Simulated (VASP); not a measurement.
# Fe (P6_3/mmc) in VASP: further runs, part 2 of 2

VASP 6.6.1. Earlier steps stand in the parts before.

### 4 Single point, PBE (volume scaled by 0.99)

The input, INCAR:

```
SYSTEM = Fe
ALGO     = Normal         ! electronic algorithm
EDIFF    = 1E-6           ! SCF threshold, eV
ENCUT    = 520            ! plane-wave cutoff, eV
GGA      = PE             ! functional
ISIF     = 2              ! what is computed and relaxed
ISMEAR   = -1             ! smearing method
LASPH    = .TRUE.         ! aspherical terms in the spheres
LCHARG   = .FALSE.        ! write CHGCAR
LREAL    = .FALSE.        ! projectors in reciprocal space
LWAVE    = .FALSE.        ! write WAVECAR
NBANDS   = 15             ! bands
NELM     = 60             ! most SCF steps
PREC     = Accurate       ! precision mode
SIGMA    = 0.08           ! smearing width, eV
```

The input, KPOINTS:

```
k-points
0
G
  17 17 10
  0 0 0
```

The input, POSCAR:

```
Fe
1.0
    2.4260165292      0.0000000000      0.0000000000
   -1.2130082646      2.1009919443      0.0000000000
    0.0000000000      0.0000000000      3.8290850949
Fe
2
Direct
    0.3333333333      0.6666666667      0.2500000000
    0.6666666667      0.3333333333      0.7500000000
```

Potentials or basis: VASP PAW PBE potentials, release 64 (Fe).

Command:

```
> cat potpaw_PBE.64/Fe/POTCAR > POTCAR
> mpirun -np 1 vasp_std > vasp.out
```

OUTCAR:

```text
SYSTEM = Fe
   EDIFF = 1E-6
   ENCUT = 520
   GGA = PE
   ISIF = 2
   ISMEAR = -1
   LASPH = .TRUE.
   LREAL = .FALSE.
   NELM = 60
   PREC = Accurate

 ion  position               nearest neighbor table
   1  0.333  0.667  0.250-   2 2.37   2 2.37   2 2.37   2 2.37   2 2.37   2 2.37
   2  0.667  0.333  0.750-   1 2.37   1 2.37   1 2.37   1 2.37   1 2.37   1 2.37

  LATTYP: Found a hexagonal cell.
 ALAT       =     2.4260165292
 C/A-ratio  =     1.5783425417

  Lattice vectors:

 A1 = (   2.4260165292,   0.0000000000,   0.0000000000)
 A2 = (  -1.2130082646,   2.1009919443,   0.0000000000)
 A3 = (   0.0000000000,   0.0000000000,   3.8290850949)

Analysis of symmetry for initial positions (statically):
=====================================================================
 Subroutine PRICEL returns:
 Original cell was already a primitive cell.

 Routine SETGRP: Setting up the symmetry group for a
 hexagonal supercell.

 Subroutine GETGRP returns: Found 24 space group operations
 (whereof 12 operations were pure point group operations)
 out of a pool of 24 trial point group operations.

The static configuration has the point symmetry D_3d.
 The point group associated with its full space group is D_6h.

Analysis of symmetry for dynamics (positions and initial velocities):
=====================================================================
 Subroutine PRICEL returns:
 Original cell was already a primitive cell.

 Routine SETGRP: Setting up the symmetry group for a
 hexagonal supercell.

 Subroutine GETGRP returns: Found 24 space group operations
 (whereof 12 operations were pure point group operations)
 out of a pool of 24 trial point group operations.

The dynamic configuration has the point symmetry D_3d.
 The point group associated with its full space group is D_6h.

 Subroutine INISYM returns: Found 24 space group operations
 (whereof 12 operations are pure point group operations),
[... 122 lines left out ...]
   LHFCALC =     F    Hartree Fock is set to
   AEXX    =    0.0000 exact exchange contribution
   IVDW    =     0    specifies the selected vdW correction
   LEPSILON=     F    determine dielectric tensor
   LRPA    =     F    only Hartree local field effects (RPA)
 non-spin polarized calculation
  energy-cutoff  :      520.00
  volume of cell :       19.52
 maximum number of plane-waves:       543
 NGX is ok and might be reduce to    18
   NGX =  9   NGY =  9   NGZ = 15

 number of electron      15.9999997 magnetization

 Free energy of the ion-electron system (eV)
  ---------------------------------------------------
  ext. energy  EPLUGINS =         0.00000000
  ---------------------------------------------------
  free energy    TOTEN  =       -16.29958574 eV

  energy without entropy =      -16.24685931  energy(sigma->0) =      -16.27322252

 E-fermi :   7.4143     XC(G=0): -14.0468

 val. band max:        7.4112402890   @ k =   0.2941  -0.0000   0.2000
 cond. band min:       7.4157028737   @ k =   0.2941  -0.0000   0.0000
 fundamental gap:      0.0044625847
 Fermi energy:         7.4143354441

 k-point     1 :       0.0000    0.0000    0.0000
  band No.  band energies     occupation
      1      -1.7573      2.00000
      2       2.2149      2.00000
      3       5.6503      2.00000
      4       5.6503      2.00000
      5       5.8023      2.00000
      6       6.1512      2.00000
      7       6.1512      2.00000
      8       6.5053      1.99998
      9       6.5053      1.99998
     10       7.9921      0.00146
     11       8.1678      0.00016
     12       8.1678      0.00016
     13      16.6586      0.00000
     14      29.6362      0.00000
[... 401 lines left out ...]
      2       3.5466      2.00000
      3       3.8852      2.00000
      4       4.0698      2.00000
      5       5.3985      2.00000
      6       5.8210      2.00000
      7       6.2313      2.00000
      8       6.9188      1.99593
      9       7.5275      0.39121
     10       8.0887      0.00044
     11       8.3969      0.00001
     12      15.0487      0.00000
     13      17.0593      0.00000
     14      21.2480      0.00000
     15      22.0890      0.00000

 [... further k-points ...]

------------------------ aborting loop because EDIFF is reached ----------------------------------------

  FORCE on cell =-STRESS in cart. coord.  units (eV):
  Direction    XX          YY          ZZ          XY          YZ          ZX
  --------------------------------------------------------------------------------------
  -------------------------------------------------------------------------------------
  Total        1.6019425      1.6019425      1.7595683      0.0000000      0.0000000      0.0000000
  in kB      131.5056277    131.5056277    144.4453421      0.0000000      0.0000000      0.0000000
  external PRESSURE =     135.8188658 kB  Pullay stress =       0.0000000 kB

 VOLUME and BASIS-vectors are now :
 -----------------------------------------------------------------------------
  energy-cutoff  :      520.00
  volume of cell :       19.52
      direct lattice vectors                 reciprocal lattice vectors
     2.426016529  0.000000000  0.000000000     0.412198346  0.237982826  0.000000000
    -1.213008265  2.100991944  0.000000000     0.000000000  0.475965652  0.000000000
     0.000000000  0.000000000  3.829085095     0.000000000  0.000000000  0.261158991

 POSITION                                       TOTAL-FORCE (eV/Angst)
 -----------------------------------------------------------------------------------
     -0.00000      1.40066      0.95727         0.000000      0.000000      0.000000
      1.21301      0.70033      2.87181        -0.000000     -0.000000      0.000000
 -----------------------------------------------------------------------------------
    total drift:                                0.000000     -0.000000     -0.000000

  FREE ENERGIE OF THE ION-ELECTRON SYSTEM (eV)
  ---------------------------------------------------
  free  energy   TOTEN  =       -16.2995857351 eV

  energy  without entropy=      -16.2468593083  energy(sigma->0) =      -16.27322252
```

Run time: 28 s. Hardware: 1 thread of Intel Xeon Platinum 8488C (Sapphire Rapids), shared host; peak memory 0.16 GiB.

What came out:

```
Free energy            : -16.2996 eV
Pressure               : 13.6 GPa
Band gap on the k mesh : zero (band 8 reaches 8.30 eV, above the bottom of band 9 at 6.36 eV)
```

Caveat: the run has no spin polarisation, though such a crystal can be magnetic. Spin polarisation is off, so any magnetic state and its effect on volume and gap are missing.

### 5 Single point, PBE (volume scaled by 1.01)

The input, INCAR:

```
PREC = Accurate
ENCUT = 520
EDIFF = 1E-6
ISMEAR = -1
SIGMA = 0.08
LREAL = F
LASPH = T
NELM = 60
ALGO = Normal
ISIF = 2
LWAVE = F
LCHARG = F
GGA = PE
NBANDS = 15
```

The input, KPOINTS:

```
regular mesh
0
Gamma
  17 17 10
```

The input, POSCAR:

```
Fe
1.0
    2.4422445470      0.0000000000      0.0000000000
   -1.2211222735      2.1150458200      0.0000000000
    0.0000000000      0.0000000000      3.8546984657
Fe
2
Direct
    0.3333333333      0.6666666667      0.2500000000
    0.6666666667      0.3333333333      0.7500000000
```

Command:

```
> cat potpaw_PBE.64/Fe/POTCAR > POTCAR
> mpirun -np 1 vasp_std > vasp.out
```

It took 30 s on 1 thread of Intel Xeon Platinum 8488C (Sapphire Rapids), shared host; peak memory 0.16 GiB.

The run converged. Its results:

```yaml
Free_energy: -16.3246 eV
Pressure: 6.9 GPa
Band_gap_on_the_k_mesh: zero (band 8 reaches 8.04 eV, above the bottom of band 9 at 6.16 eV)
```

Stress tensor (GPa, compression positive):
```
6.57 0.00 0.00
0.00 6.57 0.00
0.00 0.00 7.56
```

Levels at points of the mesh, in eV from the Fermi level:
```csv
k point,band 4,band 5,band 6,band 7,band 8,band 9,band 10,band 11,band 12,band 13
"(0.00, 0.00, 0.00)",-1.71,-1.56,-1.23,-1.23,-0.88,-0.88,0.57,0.73,0.73,9.03
"(0.00, 0.00, 0.50)",-2.13,-1.84,-1.84,-1.84,-1.84,0.33,0.33,0.33,0.33,17.48
```

Caveat: the run has no spin polarisation, though such a crystal can be magnetic. Spin polarisation is off, so any magnetic state and its effect on volume and gap are missing.

### 6 The runs side by side

```csv
cell,gap on the mesh (eV),pressure (GPa)
"a = 2.384, b = 2.384, c = 3.764 Å, angles 90.0, 90.0, 120.0°, 2 atoms",none,33.9
"a = 2.401, b = 2.401, c = 3.790 Å, angles 90.0, 90.0, 120.0°, 2 atoms",none,25.1
"a = 2.426, b = 2.426, c = 3.829 Å, angles 90.0, 90.0, 120.0°, 2 atoms",none,13.6
"a = 2.442, b = 2.442, c = 3.855 Å, angles 90.0, 90.0, 120.0°, 2 atoms",none,6.9
```

Alike in all rows: task single point; level PBE; potentials or basis VASP PAW PBE potentials, release 64 (Fe); no spin polarisation; k mesh 17 × 17 × 10; cutoff (eV) 520; smearing fermi-dirac 0.08 eV.

Caveats: the run has no spin polarisation, though such a crystal can be magnetic.

Absolute energies hang on the potentials; compare differences alone.
